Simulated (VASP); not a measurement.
Wanted: the native input for a VASP 6.6.1 run.

* Task: relaxation of cell and atoms
* Functional: RPBE
* Dispersion: D4
* Potentials or basis: VASP PAW PBE potentials, release 64 (I)
* Cutoff: 600 eV
* k mesh: 7 × 7 × 3
* Occupations: fermi-dirac, width 0.05 eV
* Spin: no spin polarisation
* Dipole correction: no
* Further INCAR settings: ALGO = Normal; EDIFF = 1e-07; IBRION = 2; EDIFFG = -0.01; NSW = 60; ISIF = 3

The structure of I lies in POSCAR:

```
I
1.0
    3.6350350000     -2.3950200000      0.0000000000
    3.6350350000      2.3950200000      0.0000000000
    0.0000000000      0.0000000000      9.7934400000
I
4
Direct
    0.6493000000      0.3507000000      0.3844000000
    0.1493000000      0.8507000000      0.1156000000
    0.3507000000      0.6493000000      0.6156000000
    0.8507000000      0.1493000000      0.8844000000
```

The input as run:

INCAR

```
PREC = Accurate ; ENCUT = 600
EDIFF = 1E-7 ; ISMEAR = -1
SIGMA = 0.05 ; LREAL = False
LASPH = True ; NELM = 100
ALGO = Normal ; ISIF = 3
LWAVE = False ; LCHARG = False
GGA = RP ; IVDW = 13
IBRION = 2 ; NSW = 60
EDIFFG = -0.01
```

KPOINTS

```
Automatic mesh
0
Gamma
  7 7 3
```

Potentials or basis: VASP PAW PBE potentials, release 64 (I).

Run with:

```bash
$ cat potpaw_PBE.64/I/POTCAR > POTCAR
$ mpirun -np 1 vasp_std > vasp.out
```

Results of the run:

```yaml
Relaxed_volume: 37.49 Å³/atom
Relaxed_cell: a = 4.155 Å, b = 4.155 Å, c = 9.618 Å, α = 90.00°, β = 90.00°, γ = 64.59°
Space_group_after_relaxing_to_0.1_Å: Cmce (No. 64)
Energy_gained_by_relaxing: 53.3 meV/atom
Ionic_steps: 22
Pressure_after_relaxing: 0.0 GPa
Band_gap_on_the_k_mesh: 0.85 eV (least direct gap 1.21 eV)
Dispersion_energy_per_atom: -0.707 eV
```

Caveat: the PAW data sets were made with another functional, which shifts forces and pressure a little; spin-orbit coupling is left out, which moves the levels of the heavy elements.

Run time: 41 min on 1 thread of Intel Xeon 8259CL, on a shared host, peak memory 0.39 GiB.
